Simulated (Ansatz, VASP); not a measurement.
**N: VASP beside Ansatz**

```
N
1.0
     4.93087    2.84684    4.40249
    -4.93087    2.84684    4.40249
     0.00000   -5.69368    4.40249
N
16
Direct
  0.55861 0.04238 0.72083
  0.95762 0.27917 0.44139
  0.72083 0.55861 0.04238
  0.95814 0.95814 0.95814
  0.54238 0.05861 0.22083
  0.77917 0.45762 0.94139
  0.27917 0.44139 0.95762
  0.04186 0.04186 0.04186
  0.45762 0.94139 0.77917
  0.54186 0.54186 0.54186
  0.44139 0.95762 0.27917
  0.45814 0.45814 0.45814
  0.04238 0.72083 0.55861
  0.94139 0.77917 0.45762
  0.22083 0.54238 0.05861
  0.05861 0.22083 0.54238
```

Alike in both runs: task single point; functional r2SCAN; k mesh 3 × 3 × 3; occupations gaussian, width 0.1 eV; no spin polarisation.

|  | VASP | Ansatz |
| --- | --- | --- |
| version | VASP 6.6.1 | Ansatz 0.2.0 |
| potentials or method | VASP PAW PBE potentials, release 64 (N), cutoff 520 eV | scalar-relativistic, plane waves, PAW |
| valence electrons in the cell | 80 | 80 |

```tsv
	VASP	Ansatz	Ansatz less VASP
gap on the k mesh at the Fermi level (eV)	8.02	8.05	+0.033
least direct gap on the mesh (eV)	8.07	8.10	+0.031
pressure (GPa)	-0.1	-2.3	-2.20
traceless stress, the component that is largest in VASP (GPa)	0.10	-1.12	-1.219
rms of the force components (eV/Å)	0.095	1.050	+0.9554
```

VASP's potentials were made for PBE, not for r2SCAN. Atom by atom the forces differ by 1.145 eV/Å (rms over components). One of these differences is far larger than is usual between the two programs; its cause wasn't traced.

Noted on VASP's run: the standard files for N, O and F lose accuracy on very short bonds.
